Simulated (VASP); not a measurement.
# Hg (P6_3/mmc) in VASP: further runs

The runs below take Hg through single point, relaxation of cell and atoms, with PBEsol.

Program: VASP 6.6.1. These are calculated values, not measurements. Logs are shortened: lines on timing, memory, paths and dates and some standing lists are left out, and cuts for length are marked.

## 1. The cell of the first run

Symmetry: P6_3/mmc, No. 194, hexagonal system. The conventional cell has a = 3.190 Å, b = 3.190 Å, c = 5.348 Å, α = 90.00°, β = 90.00°, γ = 120.00°. Hg (site symmetry -6m2) has 12 Hg at 3.19 to 3.25 Å within 4.2 Å.

## 2. Single point, PBEsol

File INCAR:

```
SYSTEM = Hg
  PREC = Accurate
  ENCUT = 520
  EDIFF = 1E-7
  ISMEAR = -1
  SIGMA = 0.1
  LREAL = .FALSE.
  LASPH = .TRUE.
  NELM = 80
  ALGO = Normal
  ISIF = 2
  LWAVE = .FALSE.
  LCHARG = .TRUE.
  GGA = PS
  LELF = .TRUE.
  LVHAR = .TRUE.
  NBANDS = 19
```

File KPOINTS:

```
regular mesh
0
G
  11 11 6
  0 0 0
```

File POSCAR:

```
Hg
1.0
    3.1903261621      0.0000000000      0.0000000000
   -1.5951630810      2.7629035027      0.0000000000
    0.0000000000      0.0000000000      5.3484779555
Hg
2
Direct
    0.3333333333      0.6666666667      0.2500000000
    0.6666666667      0.3333333333      0.7500000000
```

Potentials or basis: VASP PAW PBE potentials, release 64 (Hg).

Command:

```sh
$ cat potpaw_PBE.64/Hg/POTCAR > POTCAR
$ mpirun -np 1 vasp_std > vasp.out
```

OUTCAR:

```text
SYSTEM = Hg
   PREC = Accurate
   ENCUT = 520
   EDIFF = 1E-7
   ISMEAR = -1
   LREAL = .FALSE.
   LASPH = .TRUE.
   NELM = 80
   ISIF = 2
   GGA = PS

 ion  position               nearest neighbor table
   1  0.333  0.667  0.250-   2 3.25   2 3.25   2 3.25   2 3.25   2 3.25   2 3.25
   2  0.667  0.333  0.750-   1 3.25   1 3.25   1 3.25   1 3.25   1 3.25   1 3.25

  LATTYP: Found a hexagonal cell.
 ALAT       =     3.1903261621
 C/A-ratio  =     1.6764674468

  Lattice vectors:

 A1 = (   3.1903261621,   0.0000000000,   0.0000000000)
 A2 = (  -1.5951630810,   2.7629035027,   0.0000000000)
 A3 = (   0.0000000000,   0.0000000000,   5.3484779555)

Analysis of symmetry for initial positions (statically):
=====================================================================
 Subroutine PRICEL returns:
 Original cell was already a primitive cell.

 Routine SETGRP: Setting up the symmetry group for a
 hexagonal supercell.

 Subroutine GETGRP returns: Found 24 space group operations
 (whereof 12 operations were pure point group operations)
 out of a pool of 24 trial point group operations.

The static configuration has the point symmetry D_3d.
 The point group associated with its full space group is D_6h.

Analysis of symmetry for dynamics (positions and initial velocities):
=====================================================================
 Subroutine PRICEL returns:
 Original cell was already a primitive cell.

 Routine SETGRP: Setting up the symmetry group for a
 hexagonal supercell.

 Subroutine GETGRP returns: Found 24 space group operations
 (whereof 12 operations were pure point group operations)
 out of a pool of 24 trial point group operations.

The dynamic configuration has the point symmetry D_3d.
 The point group associated with its full space group is D_6h.

 Subroutine INISYM returns: Found 24 space group operations
 (whereof 12 operations are pure point group operations),
 and found     1 'primitive' translations

----------------------------------------------------------------------------------------

                                     Primitive cell

  volume of cell :      47.1445

  direct lattice vectors                    reciprocal lattice vectors
     3.190326162  0.000000000  0.000000000     0.313447575  0.180969042  0.000000000
    -1.595163081  2.762903503  0.000000000     0.000000000  0.361938084  0.000000000
     0.000000000  0.000000000  5.348477955     0.000000000  0.000000000  0.186969079

  length of vectors
     3.190326162  3.190326162  5.348477955     0.361938084  0.361938084  0.186969079

  position of ions in fractional coordinates (direct lattice)
     0.333333333  0.666666667  0.250000000
     0.666666667  0.333333333  0.750000000

  ion indices of the primitive-cell ions
   primitive index   ion index
                 1           1
                 2           2

----------------------------------------------------------------------------------------

 KPOINTS: regular mesh

Automatic generation of k-mesh.
 Grid dimensions read from file:
 generate k-points for:   11   11    6

 Generating k-lattice:

  Cartesian coordinates                     Fractional coordinates (reciprocal lattice)
     0.028495234  0.016451731  0.000000000     0.090909091 -0.000000000  0.000000000
     0.000000000  0.032903462  0.000000000     0.000000000  0.090909091  0.000000000
     0.000000000  0.000000000  0.031161513     0.000000000  0.000000000  0.166666667

  Length of vectors
     0.032903462  0.032903462  0.031161513

  Shift w.r.t. Gamma in fractional coordinates (k-lattice)
     0.000000000  0.000000000  0.000000000

 Subroutine IBZKPT returns following result:
 ===========================================

 Found     64 irreducible k-points:

 Following reciprocal coordinates:
            Coordinates               Weight
  0.000000  0.000000  0.000000      1.000000
  0.090909  0.000000  0.000000      6.000000
  0.181818  0.000000  0.000000      6.000000
  0.272727  0.000000  0.000000      6.000000
  0.363636 -0.000000  0.000000      6.000000
  0.454545  0.000000  0.000000      6.000000
[... 16 lines left out ...]
  0.090909  0.090909  0.166667     12.000000
  0.181818  0.090909  0.166667     24.000000
 [... further k-points ...]
   k-points           NKPTS =     64   k-points in BZ     NKDIM =     64   number of bands    NBANDS=     19
   number of dos      NEDOS =    301   number of ions     NIONS =      2
   total plane-waves  NPLWV =  23040
   dimension x,y,z NGX =    24 NGY =   24 NGZ =   40
   dimension x,y,z NGXF=    48 NGYF=   48 NGZF=   80
   ions per type =               2
   NGX,Y,Z   is equivalent  to a cutoff of  12.51, 12.51, 12.43 a.u.
   NGXF,Y,Z  is equivalent  to a cutoff of  25.01, 25.01, 24.87 a.u.
 SYSTEM =  Hg
   PREC   = accura    normal or accurate (medium, high low for compatibility)
   ISTART =      0    job   : 0-new  1-cont  2-samecut
   ICHARG =      2    charge: 1-file 2-atom 10-const
   ISPIN  =      1    spin polarized calculation?
   LNONCOLLINEAR =      F non collinear calculations
   LSORBIT =      F    spin-orbit coupling
   LASPH  =      T    aspherical Exc in radial PAW
   ENCUT  =  520.0 eV  38.22 Ry    6.18 a.u.   5.93  5.93  9.94*2*pi/ulx,y,z
   NELM   =     80;   NELMIN=  2; NELMDL= -5     # of ELM steps
   EDIFF  = 0.1E-06   stopping-criterion for ELM
   LREAL  =      F    real-space projection
   EDIFFG = 0.1E-05   stopping-criterion for IOM
   NSW    =      0    number of steps for IOM
   IBRION =     -1    ionic relax: 0-MD 1-quasi-New 2-CG
   NFREE  =      0    steps in history (QN), initial steepest desc. (CG)
   ISIF   =      2    stress and relaxation
   ISYM   =      2    0-nonsym 1-usesym 2-fastsym
   POTIM  = 0.5000    time-step for ionic-motion
   TEBEG  =    0.0;   TEEND  =   0.0 temperature during run
   PSTRESS=    0.0 pullay stress
   NELECT =      24.0000    total number of electrons
   NUPDOWN=      -1.0000    fix difference up-down
   EMIN   =  10.00;   EMAX   =-10.00  energy-range for DOS
   EFERMI =   0.00;   METHOD = LEGACY
   ISMEAR =    -1;   SIGMA  =   0.10  broadening in eV -4-tet -1-fermi 0-gaus
   EFERMI_NEDOS =   21; number of points for ismear=-14 and -15
   IALGO  =     38    algorithm
   IMIX   =      4    mixing-type and parameters
     AMIX     =   0.40;   BMIX     =  1.00
     AMIX_MAG =   1.60;   BMIX_MAG =  1.00
  volume/ion in A,a.u.               =      23.57       159.07
  Fermi-wavevector in a.u.,A,eV,Ry     =   1.307179  2.470209 23.248489  1.708716
  Thomas-Fermi vector in A             =   2.437931
   LORBIT       =      0    0 simple, 1 ext, 2 COOP (PROOUT), +10 PAW based schemes
   GGA     = PS    functional components
   LHFCALC =     F    Hartree Fock is set to
   AEXX    =    0.0000 exact exchange contribution
   IVDW    =     0    specifies the selected vdW correction
   LEPSILON=     F    determine dielectric tensor
   LRPA    =     F    only Hartree local field effects (RPA)
 non-spin polarized calculation
  energy-cutoff  :      520.00
  volume of cell :       47.14
 maximum number of plane-waves:      1292
 NGX is ok and might be reduce to    24
   NGX = 11   NGY = 11   NGZ = 19

 number of electron      24.0000006 magnetization

 Free energy of the ion-electron system (eV)
  ---------------------------------------------------
  ext. energy  EPLUGINS =         0.00000000
  ---------------------------------------------------
  free energy    TOTEN  =        -1.09973557 eV

  energy without entropy =       -1.07802268  energy(sigma->0) =       -1.08887912

 E-fermi :   2.3649     XC(G=0): -11.0586

 val. band max:        2.3451605063   @ k =   0.4545   0.0909   0.5000
 cond. band min:       2.4524063189   @ k =   0.2727   0.2727   0.0000
 fundamental gap:      0.1072458126
 Fermi energy:         2.3649262598

 k-point     1 :       0.0000    0.0000    0.0000
  band No.  band energies     occupation
      1      -6.5493      2.00000
      2      -5.4768      2.00000
      3      -4.4921      2.00000
      4      -4.3566      2.00000
      5      -4.3566      2.00000
      6      -4.2332      2.00000
[... 11 lines left out ...]
     18      17.2609      0.00000
     19      17.8782      0.00000

 k-point     2 :       0.0909    0.0000    0.0000
  band No.  band energies     occupation
      1      -6.3572      2.00000
      2      -5.3660      2.00000
      3      -4.5208      2.00000
      4      -4.3224      2.00000
      5      -4.2726      2.00000
      6      -4.2559      2.00000
[... 11 lines left out ...]
     18      17.8242      0.00000
     19      18.0294      0.00000

 k-point     3 :       0.1818    0.0000    0.0000
  band No.  band energies     occupation
      1      -5.8354      2.00000
      2      -5.1368      2.00000
      3      -4.5534      2.00000
      4      -4.3414      2.00000
      5      -4.2272      2.00000
      6      -4.1082      2.00000
[... 11 lines left out ...]
     18      15.9960      0.00000
     19      17.2719      0.00000

 k-point     4 :       0.2727    0.0000    0.0000
  band No.  band energies     occupation
      1      -5.2955      2.00000
      2      -5.1087      2.00000
      3      -4.5599      2.00000
      4      -4.3500      2.00000
      5      -4.2400      2.00000
      6      -4.1883      2.00000
[... 11 lines left out ...]
     18      15.3389      0.00000
     19      16.6320      0.00000

 k-point     5 :       0.3636   -0.0000    0.0000
  band No.  band energies     occupation
      1      -5.2437      2.00000
      2      -5.1451      2.00000
      3      -4.8438      2.00000
      4      -4.2851      2.00000
      5      -4.1817      2.00000
      6      -4.0778      2.00000
[... 11 lines left out ...]
     18      15.2157      0.00000
     19      15.7533      0.00000
[... 334 lines left out ...]
      2      -5.1847      2.00000
      3      -4.7463      2.00000
      4      -4.4219      2.00000
      5      -4.2288      2.00000
      6      -4.0690      2.00000
[... 11 lines left out ...]
     18      15.1117      0.00000
     19      15.2045      0.00000

 k-point    22 :       0.4545    0.0000    0.1667
  band No.  band energies     occupation
      1      -5.3088      2.00000
      2      -5.2864      2.00000
      3      -4.8596      2.00000
      4      -4.4438      2.00000
      5      -4.2763      2.00000
      6      -3.9686      2.00000
[... 11 lines left out ...]
     18      14.4966      0.00000
     19      15.1608      0.00000

 k-point    23 :       0.0909    0.0909    0.1667
  band No.  band energies     occupation
      1      -5.8409      2.00000
      2      -5.1452      2.00000
      3      -4.5673      2.00000
      4      -4.3696      2.00000
      5      -4.3623      2.00000
      6      -4.1689      2.00000
[... 11 lines left out ...]
     18      15.8758      0.00000
     19      16.5907      0.00000

 k-point    24 :       0.1818    0.0909    0.1667
  band No.  band energies     occupation
      1      -5.3120      2.00000
      2      -4.9583      2.00000
      3      -4.5791      2.00000
      4      -4.4371      2.00000
      5      -4.3946      2.00000
      6      -4.1587      2.00000
[... 11 lines left out ...]
     18      15.2887      0.00000
     19      16.6298      0.00000

 [... further k-points ...]

------------------------ aborting loop because EDIFF is reached ----------------------------------------

  FORCE on cell =-STRESS in cart. coord.  units (eV):
  Direction    XX          YY          ZZ          XY          YZ          ZX
  --------------------------------------------------------------------------------------
  -------------------------------------------------------------------------------------
  Total        0.1050792      0.1050792      0.0854379      0.0000000      0.0000000      0.0000000
  in kB        3.5710526      3.5710526      2.9035568      0.0000000      0.0000000      0.0000000
  external PRESSURE =       3.3485540 kB  Pullay stress =       0.0000000 kB

 VOLUME and BASIS-vectors are now :
 -----------------------------------------------------------------------------
  energy-cutoff  :      520.00
  volume of cell :       47.14
      direct lattice vectors                 reciprocal lattice vectors
     3.190326162  0.000000000  0.000000000     0.313447575  0.180969042  0.000000000
    -1.595163081  2.762903503  0.000000000     0.000000000  0.361938084  0.000000000
     0.000000000  0.000000000  5.348477955     0.000000000  0.000000000  0.186969079

 POSITION                                       TOTAL-FORCE (eV/Angst)
 -----------------------------------------------------------------------------------
     -0.00000      1.84194      1.33712        -0.000000     -0.000000      0.000000
      1.59516      0.92097      4.01136         0.000000      0.000000      0.000000
 -----------------------------------------------------------------------------------
    total drift:                                0.000000     -0.000000      0.000000

  FREE ENERGIE OF THE ION-ELECTRON SYSTEM (eV)
  ---------------------------------------------------
  free  energy   TOTEN  =        -1.0997355675 eV

  energy  without entropy=       -1.0780226804  energy(sigma->0) =       -1.08887912
```

It took 24 s on 1 thread of AMD EPYC 9R45 (Zen 5), shared host; peak memory 0.16 GiB.

What came out:

```
Free energy            : -1.0997 eV
Pressure               : 0.3 GPa
Band gap on the k mesh : zero (band 12 reaches 2.52 eV, above the bottom of band 13 at 0.77 eV)
```

Levels at points of the mesh, in eV from the Fermi level:
| k point | band 10 | band 11 | band 12 | band 13 | band 14 | band 15 |
| --- | --- | --- | --- | --- | --- | --- |
| (0.00, 0.00, 0.00) | -5.69 | -5.69 | -1.70 | -1.59 | 13.14 | 13.14 |
| (0.00, 0.00, 0.50) | -5.90 | -5.90 | -5.90 | 6.28 | 6.28 | 13.65 |

Caveat: the PAW data sets were made with another functional, which shifts forces and pressure a little; spin-orbit coupling is left out, which moves the levels of the heavy elements.

## 3. Relaxation of cell and atoms, PBEsol

This run uses another cell than the first one, of 23.07 Å³/atom, 0.979 times its volume.

File INCAR:

```
PREC     = Accurate       # precision mode
ENCUT    = 600            # plane-wave cutoff, eV
EDIFF    = 1E-6           # SCF threshold, eV
ISMEAR   = -1             # smearing method
SIGMA    = 0.1            # smearing width, eV
LREAL    = F              # projectors in reciprocal space
LASPH    = T              # aspherical terms in the spheres
NELM     = 100            # most SCF steps
ALGO     = Normal         # electronic algorithm
ISIF     = 3              # what is computed and relaxed
LWAVE    = F              # write WAVECAR
LCHARG   = F              # write CHGCAR
GGA      = PS             # functional
IBRION   = 2              # ionic algorithm
NSW      = 80             # ionic steps
EDIFFG   = -0.01          # ionic threshold
```

File KPOINTS:

```
regular mesh
0
Gamma
  11 11 6
```

File POSCAR:

```
Hg
1.0
    3.1954827370      0.0000000000      0.0000000000
   -1.5977413685      2.7673692276      0.0000000000
    0.0000000000      0.0000000000      5.2182233095
Hg
2
Direct
    0.3333333333      0.6666666667      0.2500000000
    0.6666666667      0.3333333333      0.7500000000
```

Potentials or basis: VASP PAW PBE potentials, release 64 (Hg).

Command:

```sh
$ cat potpaw_PBE.64/Hg/POTCAR > POTCAR
$ mpirun -np 1 vasp_std > vasp.out
```

Wall time 2.2 min (1 thread of AMD EPYC 9R45 (Zen 5), shared host); peak memory 0.18 GiB.

The run converged. Its results:

```
Free energy                            : -1.0998 eV
Relaxed volume                         : 23.85 Å³/atom
Relaxed cell                           : a = 3.209 Å, b = 3.209 Å, c = 5.350 Å, α = 90.00°, β = 90.00°, γ = 120.00°
Space group after relaxing (to 0.05 Å) : P6_3/mmc (No. 194)
Energy gained by relaxing              : 3.8 meV/atom
Ionic steps                            : 8
Pressure after relaxing                : 0.0 GPa
Band gap on the k mesh                 : zero (band 12 reaches 2.41 eV, above the bottom of band 13 at 0.75 eV)
```

Step by step:
```csv
step,energy change (eV),largest force (eV/Å),pressure (GPa),volume (Å³)
1,0.0000,0.0000,1.35,46.15
2,-0.0068,0.0000,0.22,47.46
3,-0.0071,0.0000,-0.01,47.79
4,-0.0071,0.0000,-0.03,47.82
5,-0.0072,0.0000,0.03,47.80
6,-0.0075,0.0000,0.00,47.75
7,-0.0075,0.0000,0.03,47.64
8,-0.0077,0.0000,0.00,47.70
```

Final structure:
```
Hg
1.0
     3.20860    0.00000    0.00000
    -1.60430    2.77873    0.00000
     0.00000    0.00000    5.35034
Hg
2
Direct
  0.33333 0.66667 0.25000
  0.66667 0.33333 0.75000
```

Levels at points of the mesh, in eV from the Fermi level:
```
           k point  band 9  band 10  band 11  band 12  band 13  band 14  band 15  band 16
(0.00, 0.00, 0.00)   -6.26    -5.64    -5.64    -1.64    -1.49    12.98    12.98    13.34
(0.00, 0.00, 0.50)   -5.86    -5.86    -5.86    -5.86     6.34     6.34    13.60    13.60
```

Caveat: the PAW data sets were made with another functional, which shifts forces and pressure a little; spin-orbit coupling is left out, which moves the levels of the heavy elements.

(Continued in part 2 of 2.)
